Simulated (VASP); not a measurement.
## Ta: relaxation of cell and atoms with PBE

The system is Ta.

```
Ta
1.0
     0.00000    2.86000    2.86000
     2.86000    0.00000    2.86000
     2.86000    2.86000    0.00000
Ta
2
Direct
  0.00000 0.00000 0.00000
  0.25000 0.25000 0.25000
```

This isn't the form of Ta at room conditions, which is bcc.

```yaml
Program: VASP 6.6.1
Task: relaxation of cell and atoms
Functional: PBE
Potentials_or_basis: VASP PAW PBE potentials, release 64 (Ta_pv)
Cutoff: 500 eV
k_mesh: 7 × 7 × 7
Occupations: gaussian, width 0.05 eV
Spin: no spin polarisation
Target_pressure: 10 GPa
Dipole_correction: no
Further_INCAR_settings: ALGO = Normal; EDIFF = 1e-07; IBRION = 2; EDIFFG = -0.03; NSW = 60; ISIF = 3
```

* Relaxed volume: 25.36 Å³/atom
* Relaxed cell: a = 4.155 Å, b = 4.155 Å, c = 4.155 Å, α = 60.00°, β = 60.00°, γ = 60.00°
* Space group after relaxing (to 0.1 Å): Fd-3m (No. 227)
* Energy change on relaxing (the run minimises the enthalpy): -178.0 meV/atom
* Ionic steps: 4
* Pressure after relaxing: 10.0 GPa
* Band gap on the k mesh: zero (bands 11 and 12 overlap by 0.44 eV)

The path:
```
step  energy change (eV)  largest force (eV/Å)  pressure (GPa)  volume (Å³)
   1              0.0000                0.0000           19.72        46.79
   2             -0.5375                0.0000           -0.01        57.07
   3             -0.3639                0.0000            9.72        50.84
   4             -0.3561                0.0000            9.98        50.72
```

Final structure:
```
Ta
1.0
     0.00000    2.93793    2.93793
     2.93793    0.00000    2.93793
     2.93793    2.93793    0.00000
Ta
2
Cartesian
  0.0000 0.0000 0.0000
  1.4690 1.4690 1.4690
```

Levels at points of the mesh, in eV from the Fermi level:
```csv
k point,band 7,band 8,band 9,band 10,band 11,band 12,band 13,band 14,band 15
"(0.00, 0.00, 0.00)",-5.91,-1.27,-1.27,-0.32,-0.32,-0.32,2.22,2.22,2.22
```

Run time: 23 s on 1 thread of Intel(R) Xeon(R) 6975P-C (Granite Rapids), on a shared host, peak memory 0.17 GiB.

Caveat: the cell is relaxed towards a set pressure, so the run minimises the enthalpy, not the energy; spin-orbit coupling is left out, which moves the levels of the heavy elements.
